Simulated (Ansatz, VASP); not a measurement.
**BN in VASP and in Ansatz**

```
B N
1.0
     2.56306    0.00000    0.00000
     0.00000    3.62471    0.00000
     0.00000    0.00000   16.00000
B N
1 1
Cartesian
  0.6408 0.4531 8.0000
  1.9223 3.1716 8.0000
```

Alike in both runs: task single point; functional PBE; k mesh 12 × 8 × 1; occupations fermi-dirac, width 0.02 eV; no spin polarisation.

|  | VASP | Ansatz |
| --- | --- | --- |
| version | VASP 6.6.1 | Ansatz 0.2.0 |
| potentials or method | VASP PAW PBE potentials, release 64 (B, N) | PAW with Ansatz's default frozen-core files, scalar-relativistic |
| plane-wave cutoff (eV) | 520 | 420 |
| valence electrons in the cell | 8 | 8 |

```tsv
	VASP	Ansatz	Ansatz less VASP
rms of the force components (eV/Å)	4.729	4.737	+0.0078
```

Atom by atom the forces differ by 0.008 eV/Å (rms over components).
